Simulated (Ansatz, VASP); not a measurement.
**Two plane-wave programs on Ge**

```
CELL_PARAMETERS angstrom
-0.11244 2.81091 2.92335
2.81091 -0.11244 2.92335
2.69848 2.69848 0.00000
ATOMIC_POSITIONS crystal
Ge 0.50000 0.50000 0.50000
Ge 0.75000 0.75000 0.75000
```

Change from the starting cell: engineering shear strain xy -0.0800, normal strain along z +0.0400.

Alike in both runs: task single point; functional LDA; k mesh 14 × 14 × 14; occupations gaussian, width 0.15 eV; no spin polarisation.

```csv
,VASP,Ansatz
version,VASP 6.6.1,Ansatz 0.2.0
potentials or method,"VASP PAW LDA potentials, release 64 (Ge_d), cutoff 520 eV","scalar-relativistic, plane waves, PAW"
valence electrons in the cell,28,28
```

|  | VASP | Ansatz | Ansatz less VASP |
| --- | --- | --- | --- |
| gap on the k mesh at the Fermi level (eV) | none | none | - |
| pressure (GPa) | -1.8 | -1.9 | -0.06 |
| traceless stress, the component that is largest in VASP (GPa) | 6.20 | 6.16 | -0.039 |
| rms of the force components (eV/Å) | 0.345 | 0.340 | -0.0046 |

LDA's correlation is that of Perdew and Zunger in VASP and of Perdew and Wang (1992) in Ansatz. Atom by atom the forces differ by 0.005 eV/Å (rms over components). A gap of «none» marks a metal or a gap that the smearing closes.
